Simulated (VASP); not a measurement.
Input of a VASP 6.6.1 run:

The input POSCAR:

```
CsLaS2
1.0
    4.3073890000      0.0000000000      0.0000000000
   -2.1536950000      3.7303130000      0.0000000000
   -2.1536950000      1.2434380000      7.6635940000
La S Cs
1 2 1
Direct
    0.5000000000      0.5000000000      0.5000000000
    0.2337000000      0.7663000000      0.7011000000
    0.7663000000      0.2337000000      0.2989000000
    0.0000000000      0.0000000000      0.0000000000
```

The input INCAR.step1:

```
SYSTEM = CsLaS2
PREC = Accurate
ENCUT = 520
ISMEAR = 0
SIGMA = 0.05
LREAL = .FALSE.
LASPH = .TRUE.
NELM = 100
NBANDS = 24
GGA = PE
ALGO = Normal
EDIFF = 1E-4
LWAVE = .TRUE.
LCHARG = .FALSE.
```

Contents of INCAR.step2:

```
SYSTEM = CsLaS2
PREC = Accurate
ENCUT = 520
EDIFF = 1E-6
ISMEAR = 0
SIGMA = 0.05
LREAL = .FALSE.
LASPH = .TRUE.
NELM = 100
ALGO = Normal
ISIF = 2
LWAVE = .FALSE.
LCHARG = .TRUE.
METAGGA = R2SCAN
LMIXTAU = .TRUE.
LELF = .TRUE.
LVHAR = .TRUE.
NBANDS = 24
ISTART = 1
```

File KPOINTS:

```
Automatic mesh
0
G
  5 5 5
  0 0 0
```

Potentials or basis: VASP PAW PBE potentials, release 64 (La, S, Cs_sv).

The run is started by

```console
$ cat potpaw_PBE.64/La/POTCAR potpaw_PBE.64/S/POTCAR potpaw_PBE.64/Cs_sv/POTCAR > POTCAR
$ cp INCAR.step1 INCAR
$ mpirun -np 1 vasp_std > vasp.out
$ cp INCAR.step2 INCAR
$ mpirun -np 1 vasp_std > vasp.out
```

(1) What does it give for the pressure?

(2) What does it give for the largest force?

Answers

(1) 2.3 GPa.

(2) 0.561 eV/Å.

Caveat: the PAW data sets were made with another functional, which shifts forces and pressure a little.
